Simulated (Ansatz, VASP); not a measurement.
**Al5Cu in VASP and in Ansatz**

```
Al Cu
1.0
     2.82855    0.00000    0.00000
     0.00000    2.82855    0.00000
     0.00000    0.00000   11.66236
Al Cu
5 1
Direct
  0.00000 0.00000 0.82347
  0.50000 0.50000 0.00000
  0.00000 0.00000 0.17653
  0.50000 0.50000 0.35480
  0.50000 0.50000 0.64520
  0.00000 0.00000 0.50000
```

Alike in both runs: functional PBE; k mesh 14 × 14 × 4; occupations gaussian, width 0.1 eV; no spin polarisation.

Ansatz relaxed the structure, and its values are those at the end. VASP's run is a single point on that final structure, the one shown.

|  | VASP | Ansatz |
| --- | --- | --- |
| version | VASP 6.6.1 | Ansatz 0.2.0 |
| potentials or method | VASP PAW PBE potentials, release 64 (Al, Cu), cutoff 520 eV | scalar-relativistic, plane waves, PAW |
| valence electrons in the cell | 26 | 34 |

|  | VASP | Ansatz | Ansatz less VASP |
| --- | --- | --- | --- |
| gap on the k mesh at the Fermi level (eV) | none | none | - |
| pressure (GPa) | -0.1 | 0.0 | +0.06 |
| rms of the force components (eV/Å) | 0.008 | 0.000 | -0.0074 |

A gap of «none» marks a metal or a gap that the smearing closes. VASP's potentials hold 26 valence electrons a cell and Ansatz's 34, so a difference there can come from the potentials and not from the codes.
